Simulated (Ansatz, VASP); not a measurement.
Ag5Cl in VASP and in Ansatz

INCAR

```
PREC = Accurate
ENCUT = 520
EDIFF = 1E-6
ISMEAR = 0
SIGMA = 0.1
LREAL = False
LASPH = True
NELM = 100
ALGO = Normal
ISIF = 2
LWAVE = False
LCHARG = False
GGA = PE
NBANDS = 40
```

Contents of KPOINTS:

```
regular mesh
0
Gamma
  3 3 4
```

POSCAR

```
Ag5Cl
1.0
    5.8380383100      0.0000000000      0.0000000000
   -2.9190191500      5.0558894800      0.0000000000
    0.0000000000      0.0000000000      4.7383590500
Ag Cl
5 1
Direct
    0.5000000000      0.0000000000      0.5000000000
    0.5000000000      0.5000000000      0.5000000000
    0.0000000000      0.5000000000      0.5000000000
    0.3333333300      0.6666666700      0.0000000000
    0.6666666700      0.3333333300      0.0000000000
    0.0000000000      0.0000000000      0.0000000000
```

Input for Ansatz:

```yaml
crystal:
  lattice:
    - [5.83803831, 0.0, 0.0]
    - [-2.91901915, 5.05588948, 0.0]
    - [0.0, 0.0, 4.73835905]
  atoms:
    - { symbol: Ag, position: [0.5, 0.0, 0.5] }
    - { symbol: Ag, position: [0.5, 0.5, 0.5] }
    - { symbol: Ag, position: [0.0, 0.5, 0.5] }
    - { symbol: Ag, position: [0.33333333, 0.66666667, 0.0] }
    - { symbol: Ag, position: [0.66666667, 0.33333333, 0.0] }
    - { symbol: Cl, position: [0.0, 0.0, 0.0] }
basis:
  ecutwfc: 420
kpoints:
  mp_grid: { grid: [3, 3, 4] }
hamiltonian:
  xc: pbe
scf:
  occupations: { method: gaussian, width: 0.1 }
  lower_state_search: "off"
output:
  forces: true
  stress: true
  eigenvalues: true
```

Change from the starting cell: species swapped into the DyCo5 type (P6/mmm, No. 191).

Alike in both runs: task single point; functional PBE; k mesh 3 × 3 × 4; occupations gaussian, width 0.1 eV; no spin polarisation.

|  | VASP | Ansatz |
| --- | --- | --- |
| version | VASP 6.6.1 | Ansatz 0.2.0 |
| potentials or method | VASP PAW PBE potentials, release 64 (Ag, Cl), cutoff 520 eV | scalar-relativistic, plane waves, PAW |
| valence electrons in the cell | 62 | 102 |

```csv
,VASP,Ansatz,Ansatz less VASP
gap on the k mesh at the Fermi level (eV),none,none,-
pressure (GPa),-4.0,-4.0,+0.06
"traceless stress, the component that is largest in VASP (GPa)",0.32,0.32,0.000
```

A gap of «none» marks a metal or a gap that the smearing closes. The functional is the same, so the differences come from potentials, cutoffs and numerics. VASP's potentials hold 62 valence electrons a cell and Ansatz's 102, so a difference there can come from the potentials and not from the codes.

The k mesh is coarse, so the values compare programs but aren't converged.
